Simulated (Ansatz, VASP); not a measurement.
# CrH2ClF in VASP and in Ansatz

The input POSCAR:

```
CrH2ClF
1.0
    7.0622625800      0.0000000000      0.0000000000
    0.0000000000      4.3282911900      0.0000000000
   -1.6368137200      0.0000000000      4.9769455100
Cr H Cl F
2 4 2 2
Direct
    0.1916000000      0.8602000000      0.3506000000
    0.8084000000      0.3602000000      0.6494000000
    0.1500000000      0.6089000000      0.2920000000
    0.8500000000      0.1089000000      0.7080000000
    0.2650000000      0.8940000000      0.5720000000
    0.7350000000      0.3940000000      0.4280000000
    0.3661000000      0.9939000000      0.1699000000
    0.6339000000      0.4939000000      0.8301000000
    0.0140000000      0.0425000000      0.2628000000
    0.9860000000      0.5425000000      0.7372000000
```

INCAR.step1

```
SYSTEM = CrH2ClF
ALGO = Normal ; EDIFF = 1E-4
ENCUT = 520 ; GGA = PE
ISMEAR = -1 ; LASPH = .TRUE.
LCHARG = .FALSE. ; LREAL = .FALSE.
LWAVE = .TRUE. ; NBANDS = 39
NELM = 100 ; PREC = Accurate
SIGMA = 0.0104
```

Contents of INCAR.step2:

```
SYSTEM = CrH2ClF
ALGO = Normal ; EDIFF = 1E-7
ENCUT = 520 ; ISIF = 2
ISMEAR = -1 ; ISTART = 1
LASPH = .TRUE. ; LCHARG = .FALSE.
LMIXTAU = .TRUE. ; LREAL = .FALSE.
LWAVE = .FALSE. ; METAGGA = R2SCAN
NBANDS = 39 ; NELM = 100
PREC = Accurate ; SIGMA = 0.0104
```

The input KPOINTS:

```
k-points
0
G
  4 6 5
  0 0 0
```

Input for Ansatz:

```yaml
crystal:
  lattice:
    - [7.06226258, 0.0, 0.0]
    - [0.0, 4.32829119, 0.0]
    - [-1.63681372, 0.0, 4.97694551]
  atoms:
    - { symbol: Cr, position: [0.1916, 0.8602, 0.3506] }
    - { symbol: Cr, position: [0.8084, 0.3602, 0.6494] }
    - { symbol: H, position: [0.15, 0.6089, 0.292] }
    - { symbol: H, position: [0.85, 0.1089, 0.708] }
    - { symbol: H, position: [0.265, 0.894, 0.572] }
    - { symbol: H, position: [0.735, 0.394, 0.428] }
    - { symbol: Cl, position: [0.3661, 0.9939, 0.1699] }
    - { symbol: Cl, position: [0.6339, 0.4939, 0.8301] }
    - { symbol: F, position: [0.014, 0.0425, 0.2628] }
    - { symbol: F, position: [0.986, 0.5425, 0.7372] }
  symmetry: { tolerance: 0.0003 }
kpoints:
  mp_grid: { grid: [4, 6, 5], shift: [0, 0, 0] }
  band_path:
    path:
      - [0.0, 0.0, 0.0]
      - [0.0, -0.5, 0.0]
      - [0.5, -0.5, 0.0]
      - [0.5, 0.0, 0.0]
      - [0.0, 0.0, 0.0]
      - [0.5, 0.0, -0.5]
      - [0.5, -0.5, -0.5]
      - [0.0, -0.5, 0.0]
      - [0.0, -0.5, -0.5]
      - [0.0, 0.0, -0.5]
      - [0.0, 0.0, 0.0]
    npoints: 7
magnetization:
  spin_polarized: false
scf:
  occupations: { method: fermi_dirac, width: 0.0104 }
  lower_state_search: "off"
  max_iter: 200
hamiltonian:
  pseudopotentials: { kind: paw }
  xc: r2scan
basis:
  ecutwfc: 500
  fft_grid_basis: typed
output:
  forces: true
  stress: true
  eigenvalues: true
  bader: true
  populations: true
  elf: true
  write_potential: true
  volumetric_format: npy
  dos:
    e_range: [-12, 8]
    de: 0.05
    projected: { site_lists: { Cl: [Cl], Cr: [Cr], F: [F], H: [H] } }
  write_density: true
checkpoint:
  read: saved_state
```

Alike in both runs: task single point; functional r2SCAN; k mesh 4 × 6 × 5; occupations fermi-dirac, width 0.0104 eV; no spin polarisation.

|  | VASP | Ansatz |
| --- | --- | --- |
| version | VASP 6.6.1 | Ansatz 0.2.0 |
| potentials or method | VASP PAW PBE potentials, release 64 (Cr_pv, H, Cl, F), cutoff 520 eV | PAW plane waves |
| valence electrons in the cell | 56 | 60 |

VASP gave:

```
rms of the force components (eV/Å) : 8.521
```

**Question.** Which values does Ansatz return?

**Answer.** rms of the force components (eV/Å): 8.001.

VASP's potentials were made for PBE, not for r2SCAN. Atom by atom the forces differ by 0.626 eV/Å (rms over components). VASP's potentials hold 56 valence electrons a cell and Ansatz's 60, so a difference there can come from the potentials and not from the codes.
